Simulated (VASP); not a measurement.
# AlN (R-3m) in VASP: a series of runs

The runs below take AlN through single point, with PBE.

All numbers are computed with VASP 6.6.1; they aren't measurements. Logs are shortened: lines on timing, memory, paths and dates and some standing lists are left out, and cuts for length are marked.

### Step 1. The cell of the first run

It takes space group R-3m (No. 166, trigonal). Conventional cell: a = 2.905 Å, b = 2.905 Å, c = 8.027 Å, α = 90.00°, β = 90.00°, γ = 120.00°. Within 2.8 Å of Al (site symmetry -3m) lie 6 N at 2.15 Å. Within 2.8 Å of N (site symmetry -3m) lie 6 Al at 2.15 Å.

### Step 2. Single point, PBE

Input file INCAR:

```
ALGO     = Normal         # electronic algorithm
EDIFF    = 1E-6           # SCF threshold, eV
ENCUT    = 520            # plane-wave cutoff, eV
GGA      = PE             # functional
ISIF     = 2              # what is computed and relaxed
ISMEAR   = 0              # smearing method
LASPH    = T              # aspherical terms in the spheres
LCHARG   = F              # write CHGCAR
LREAL    = F              # projectors in reciprocal space
LWAVE    = F              # write WAVECAR
NBANDS   = 11             # bands
NELM     = 100            # most SCF steps
PREC     = Accurate       # precision mode
SIGMA    = 0.05           # smearing width, eV
```

Input file KPOINTS:

```
k-points
0
Gamma
  10 10 10
```

Input file POSCAR:

```
AlN
1.0
    0.1755330285      2.2293516149      2.2293516149
    2.2293516149      0.1755330285      2.2293516149
    2.2293516149      2.2293516149      0.1755330285
Al N
1 1
Direct
    0.5000000000      0.5000000000      0.5000000000
    0.0000000000      0.0000000000      0.0000000000
```

Potentials or basis: VASP PAW PBE potentials, release 64 (Al, N).

Command:

```console
$ cat potpaw_PBE.64/Al/POTCAR potpaw_PBE.64/N/POTCAR > POTCAR
$ mpirun -np 1 vasp_std > vasp.out
```

OUTCAR:

```text
EDIFF = 1E-6
   ENCUT = 520
   GGA = PE
   ISIF = 2
   ISMEAR = 0
   LASPH = T
   LREAL = F
   NELM = 100
   PREC = Accurate

 ion  position               nearest neighbor table
   1  0.500  0.500  0.500-   2 2.15   2 2.15   2 2.15   2 2.15   2 2.15   2 2.15
   2  0.000  0.000  0.000-   1 2.15   1 2.15   1 2.15   1 2.15   1 2.15   1 2.15

  LATTYP: Found a trigonal (rhomboedric) cell.
 ALAT       =     3.1576619657
 COS(alpha) =     0.5769488427

  Lattice vectors:

 A1 = (   0.1755330285,   2.2293516149,   2.2293516149)
 A2 = (   2.2293516149,   0.1755330285,   2.2293516149)
 A3 = (   2.2293516149,   2.2293516149,   0.1755330285)

Analysis of symmetry for initial positions (statically):
=====================================================================
 Subroutine PRICEL returns:
 Original cell was already a primitive cell.

 Routine SETGRP: Setting up the symmetry group for a
 trigonal (rhombohedral) supercell.

 Subroutine GETGRP returns: Found 12 space group operations
 (whereof 12 operations were pure point group operations)
 out of a pool of 12 trial point group operations.

The static configuration has the point symmetry D_3d.

Analysis of symmetry for dynamics (positions and initial velocities):
=====================================================================
 Subroutine PRICEL returns:
 Original cell was already a primitive cell.

 Routine SETGRP: Setting up the symmetry group for a
 trigonal (rhombohedral) supercell.

 Subroutine GETGRP returns: Found 12 space group operations
 (whereof 12 operations were pure point group operations)
 out of a pool of 12 trial point group operations.

The dynamic configuration has the point symmetry D_3d.

 Subroutine INISYM returns: Found 12 space group operations
 (whereof 12 operations are pure point group operations),
 and found     1 'primitive' translations

----------------------------------------------------------------------------------------

                                     Primitive cell

  volume of cell :      19.5480

  direct lattice vectors                    reciprocal lattice vectors
     0.175533028  2.229351615  2.229351615    -0.252670185  0.234227736  0.234227736
     2.229351615  0.175533028  2.229351615     0.234227736 -0.252670185  0.234227736
     2.229351615  2.229351615  0.175533028     0.234227736  0.234227736 -0.252670185

  length of vectors
     3.157661966  3.157661966  3.157661966     0.416614314  0.416614314  0.416614314

  position of ions in fractional coordinates (direct lattice)
[... 82 lines left out ...]
   NSW    =      0    number of steps for IOM
   IBRION =     -1    ionic relax: 0-MD 1-quasi-New 2-CG
   NFREE  =      0    steps in history (QN), initial steepest desc. (CG)
   ISIF   =      2    stress and relaxation
   ISYM   =      2    0-nonsym 1-usesym 2-fastsym
   POTIM  = 0.5000    time-step for ionic-motion
   TEBEG  =    0.0;   TEEND  =   0.0 temperature during run
   PSTRESS=    0.0 pullay stress
   NELECT =       8.0000    total number of electrons
   NUPDOWN=      -1.0000    fix difference up-down
   EMIN   =  10.00;   EMAX   =-10.00  energy-range for DOS
   EFERMI =   0.00;   METHOD = LEGACY
   ISMEAR =     0;   SIGMA  =   0.05  broadening in eV -4-tet -1-fermi 0-gaus
   EFERMI_NEDOS =   21; number of points for ismear=-14 and -15
   IALGO  =     38    algorithm
   IMIX   =      4    mixing-type and parameters
     AMIX     =   0.40;   BMIX     =  1.00
     AMIX_MAG =   1.60;   BMIX_MAG =  1.00
  volume/ion in A,a.u.               =       9.77        65.96
  Fermi-wavevector in a.u.,A,eV,Ry     =   1.215451  2.296869 20.100168  1.477321
  Thomas-Fermi vector in A             =   2.350837
   LORBIT       =      0    0 simple, 1 ext, 2 COOP (PROOUT), +10 PAW based schemes
   GGA     = PE    functional components
   LHFCALC =     F    Hartree Fock is set to
   AEXX    =    0.0000 exact exchange contribution
   IVDW    =     0    specifies the selected vdW correction
   LEPSILON=     F    determine dielectric tensor
   LRPA    =     F    only Hartree local field effects (RPA)
 non-spin polarized calculation
 Gauss-broadening in eV      SIGMA  =   0.05
  energy-cutoff  :      520.00
  volume of cell :       19.55
 maximum number of plane-waves:       544
   NGX = 11   NGY = 11   NGZ = 11

 number of electron       8.0000000 magnetization

 Free energy of the ion-electron system (eV)
  ---------------------------------------------------
  ext. energy  EPLUGINS =         0.00000000
  ---------------------------------------------------
  free energy    TOTEN  =       -13.96799046 eV

  energy without entropy =      -13.96799046  energy(sigma->0) =      -13.96799046

 E-fermi :   8.7757     XC(G=0): -11.5333

 val. band max:        8.5415013462   @ k =   0.0000   0.0000   0.0000
 cond. band min:      10.5685394588   @ k =   0.5000   0.5000  -0.0000
 fundamental gap:      2.0270381126
 Fermi energy:         8.7756873753

 k-point     1 :       0.0000    0.0000    0.0000
  band No.  band energies     occupation
      1      -8.1565      2.00000
      2       6.8781      2.00000
      3       8.5415      2.00000
      4       8.5415      2.00000
      5      10.7690      0.00000
      6      18.2802      0.00000
      7      20.6142      0.00000
      8      20.6142      0.00000
      9      22.6868      0.00000
     10      24.4347      0.00000
     11      24.4347      0.00000
[... 309 lines left out ...]
 k-point    24 :       0.4000    0.3000   -0.0000
  band No.  band energies     occupation
      1      -5.6406      2.00000
      2       2.8107      2.00000
      3       5.4117      2.00000
      4       6.2387      2.00000
      5      11.9870      0.00000
      6      15.5235      0.00000
      7      17.7076      0.00000
      8      21.6981      0.00000
      9      22.1810      0.00000
     10      27.8978      0.00000
     11      30.2477      0.00000

 [... further k-points ...]
[... 5 lines left out ...]
  --------------------------------------------------------------------------------------
  -------------------------------------------------------------------------------------
  Total       -3.2144769     -3.2144769     -3.2144769     -2.6854406     -2.6854406     -2.6854406
  in kB     -263.4623524   -263.4623524   -263.4623524   -220.1019069   -220.1019069   -220.1019069
  external PRESSURE =    -263.4623524 kB  Pullay stress =       0.0000000 kB

 VOLUME and BASIS-vectors are now :
 -----------------------------------------------------------------------------
  energy-cutoff  :      520.00
  volume of cell :       19.55
      direct lattice vectors                 reciprocal lattice vectors
     0.175533028  2.229351615  2.229351615    -0.252670185  0.234227736  0.234227736
     2.229351615  0.175533028  2.229351615     0.234227736 -0.252670185  0.234227736
     2.229351615  2.229351615  0.175533028     0.234227736  0.234227736 -0.252670185

 POSITION                                       TOTAL-FORCE (eV/Angst)
 -----------------------------------------------------------------------------------
      2.31712      2.31712      2.31712         0.000000     -0.000000     -0.000000
      0.00000      0.00000      0.00000         0.000000      0.000000      0.000000
 -----------------------------------------------------------------------------------
    total drift:                                0.000000     -0.000000     -0.000000

  FREE ENERGIE OF THE ION-ELECTRON SYSTEM (eV)
  ---------------------------------------------------
  free  energy   TOTEN  =       -13.9679904640 eV

  energy  without entropy=      -13.9679904640  energy(sigma->0) =      -13.96799046
```

Wall time 6.2 s (1 thread of Intel Xeon 6975P-C (Granite Rapids), shared host); peak memory 0.14 GiB.

What came out:

| Quantity | Value |
| --- | --- |
| Free energy | -13.9680 eV |
| Pressure | -26.3 GPa |
| Band gap on the k mesh | 2.03 eV, indirect (least direct gap 2.23 eV) |

Stress tensor (GPa, compression positive):
```
-26.35 -22.01 -22.01
-22.01 -26.35 -22.01
-22.01 -22.01 -26.35
```

Levels at points of the mesh, in eV from the valence-band top:
```csv
k point,band 1,band 2,band 3,band 4,band 5,band 6,band 7,band 8,band 9
"(0.00, 0.00, 0.00)",-16.70,-1.66,0.00,0.00,2.23,9.74,12.07,12.07,14.15
"(0.50, 0.00, 0.00)",-13.87,-7.59,-2.04,-1.04,3.63,8.56,9.19,10.09,13.26
"(0.50, 0.50, 0.00)",-13.26,-6.87,-3.61,-2.18,2.03,5.50,10.70,14.22,14.54
"(0.50, 0.50, 0.50)",-14.51,-8.74,-0.61,-0.61,5.99,9.28,10.80,10.80,15.06
```

A k mesh can miss the band edges.

### Step 3. Single point, PBE

Input file INCAR:

```
PREC = Accurate
ENCUT = 520
EDIFF = 1E-7
ISMEAR = 0
SIGMA = 0.05
LREAL = False
LASPH = True
NELM = 100
ALGO = Normal
ISIF = 2
LWAVE = False
LCHARG = False
GGA = PE
NBANDS = 11
```

Input file KPOINTS:

```
regular mesh
0
Gamma
  10 10 10
```

Input file POSCAR:

```
AlN
1.0
    0.1309738093      2.2055325623      2.2055325623
    2.2055325623      0.1309738093      2.2055325623
    2.2055325623      2.2055325623      0.1309738093
Al N
1 1
Direct
    0.5000000000      0.5000000000      0.5000000000
    0.0000000000      0.0000000000      0.0000000000
```

Potentials or basis: VASP PAW PBE potentials, release 64 (Al, N).

Command:

```console
$ cat potpaw_PBE.64/Al/POTCAR potpaw_PBE.64/N/POTCAR > POTCAR
$ mpirun -np 1 vasp_std > vasp.out
```

Wall time 7 s (1 thread of Intel Xeon 6975P-C (Granite Rapids), shared host); peak memory 0.14 GiB.

Results (log left out):

```
Free energy            : -14.1082 eV
Pressure               : -27.0 GPa
Band gap on the k mesh : 2.38 eV, indirect (least direct gap 2.68 eV)
```

Stress tensor (GPa, compression positive):
```
-26.98 -16.16 -16.16
-16.16 -26.98 -16.16
-16.16 -16.16 -26.98
```

Levels at points of the mesh, in eV from the valence-band top:
| k point | band 1 | band 2 | band 3 | band 4 | band 5 | band 6 | band 7 | band 8 | band 9 |
| --- | --- | --- | --- | --- | --- | --- | --- | --- | --- |
| (0.00, 0.00, 0.00) | -16.54 | -1.21 | 0.00 | 0.00 | 2.68 | 10.05 | 11.99 | 11.99 | 14.62 |
| (0.50, 0.00, 0.00) | -13.77 | -7.50 | -1.72 | -0.99 | 4.10 | 8.77 | 9.32 | 10.38 | 13.63 |
| (0.50, 0.50, 0.00) | -13.13 | -6.72 | -3.31 | -2.23 | 2.38 | 5.44 | 11.19 | 14.42 | 14.52 |
| (0.50, 0.50, 0.50) | -14.25 | -8.36 | -0.65 | -0.65 | 5.78 | 9.73 | 10.53 | 10.53 | 14.92 |

A k mesh can miss the band edges.

(Part 1 of 2 ends here.)
